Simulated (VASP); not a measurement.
SnO2: single point with PBEsol

The system is SnO2.

```
Sn O
1.0
     3.43010    1.98037    4.17763
    -3.43010    1.98037    4.17763
     0.00000   -3.96073    4.17763
Sn O
4 8
Direct
  0.86468 0.86468 0.86468
  0.36482 0.36482 0.86482
  0.36482 0.86482 0.36482
  0.86482 0.36482 0.36482
  0.12350 0.62335 0.62335
  0.62335 0.12350 0.62335
  0.62335 0.62335 0.12350
  0.60621 0.60621 0.60621
  0.12347 0.12347 0.12347
  0.10609 0.10609 0.60624
  0.10609 0.60624 0.10609
  0.60624 0.10609 0.10609
```

This cell differs from its parent crystal: volume 14.189 Å^3 an atom, c/a of the conventional cell 1.8269.

```yaml
Program: VASP 6.6.1
Task: single point
Functional: PBEsol
Potentials_or_basis: VASP PAW PBE potentials, release 64 (Sn_d, O)
Cutoff: 520 eV
k_mesh: 6 × 6 × 6
Occupations: gaussian, width 0.05 eV
Spin: no spin polarisation
```

- Pressure: -15.9 GPa
- Largest force: 0.407 eV/Å
- Band gap on the k mesh: 0.37 eV

Forces on the atoms (eV/Å):
```
Sn   0.000  0.000  0.003
Sn   0.000 -0.001 -0.001
Sn  -0.001  0.001 -0.001
Sn   0.001  0.001 -0.001
O   -0.001 -0.001  0.406
O    0.001 -0.001  0.406
O    0.000  0.001  0.406
O    0.000  0.000 -0.405
O    0.000  0.000  0.407
O    0.000  0.001 -0.406
O    0.001 -0.001 -0.406
O   -0.001 -0.001 -0.406
```

Stress tensor (GPa, compression positive):
```
-20.83   0.00   0.00
  0.00 -20.83   0.00
  0.00   0.00  -6.05
```

Levels at points of the mesh, in eV from the valence-band top:
```tsv
k point	band 50	band 51	band 52	band 53	band 54	band 55
(0.00, 0.00, 0.00)	-0.11	-0.11	0.00	0.37	3.70	3.70
(0.50, 0.00, 0.00)	-0.29	-0.10	-0.10	2.85	2.86	4.29
(0.50, 0.50, 0.00)	-0.47	-0.18	-0.18	3.33	3.34	4.25
(0.50, 0.50, 0.50)	-1.03	-1.03	-1.03	2.54	4.17	4.17
```

It took 11 min on 1 thread of Oxide Virtual Turin-like Processor (shared host), peak memory 0.43 GiB.

Caveat: the PAW data sets were made with another functional, which shifts forces and pressure a little; spin-orbit coupling is left out, which moves the levels of the heavy elements.
